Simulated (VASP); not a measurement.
Write the native input for VASP 6.6.1 that does the following.

- Task: single point
- Functional: PBEsol
- Potentials or basis: VASP PAW PBE potentials, release 64 (In_d, Pd)
- Cutoff: 520 eV
- k mesh: 14 × 14 × 14
- Occupations: gaussian, width 0.15 eV
- Spin: no spin polarisation
- Dipole correction: no
- Further INCAR settings: ALGO = Fast; EDIFF = 1e-06; NBANDS = 18

The structure of InPd lies in POSCAR:

```
InPd
1.0
    3.1329966199      0.0000000000      0.0000000000
    0.0000000000      3.1329966199      0.0000000000
    0.0000000000      0.0000000000      3.4738926252
In Pd
1 1
Direct
   -0.0198696357      0.0000000000      0.0000000000
    0.5214376229      0.5000000000      0.5000000000
```

This cell differs from its parent crystal: mode 4 frozen in at -0.070 Å, strain +e along z and -e/2 along x and y +0.0700.

These files were run (other wordings do the same):

INCAR

```
SYSTEM = InPd
ALGO     = Fast           ! electronic algorithm
EDIFF    = 1E-6           ! SCF threshold, eV
ENCUT    = 520            ! plane-wave cutoff, eV
GGA      = PS             ! functional
ISIF     = 2              ! what is computed and relaxed
ISMEAR   = 0              ! smearing method
LASPH    = .True.         ! aspherical terms in the spheres
LCHARG   = .True.         ! write CHGCAR
LELF     = .True.         ! ELF
LREAL    = .False.        ! projectors in reciprocal space
LVHAR    = .True.       
LWAVE    = .False.        ! write WAVECAR
NBANDS   = 18             ! bands
NELM     = 60             ! most SCF steps
PREC     = Accurate       ! precision mode
SIGMA    = 0.15           ! smearing width, eV
```

KPOINTS

```
k-points
0
Gamma
  14 14 14
  0 0 0
```

Potentials or basis: VASP PAW PBE potentials, release 64 (In_d, Pd).

Run with:

```console
$ cat potpaw_PBE.64/In_d/POTCAR potpaw_PBE.64/Pd/POTCAR > POTCAR
$ mpirun -np 1 vasp_std > vasp.out
```

It gave:

```yaml
Pressure: 1.5 GPa
Largest_force: 0.514 eV/Å
```

Caveat: the cell differs from its parent crystal (mode 4 frozen in at -0.070 Å, strain +e along z and -e/2 along x and y +0.0700); the PAW data sets were made with another functional, which shifts forces and pressure a little.

It took 2.7 min on 1 thread of AMD EPYC 9R45 96-Core Processor (Zen 5), on a shared host, peak memory 0.39 GiB.
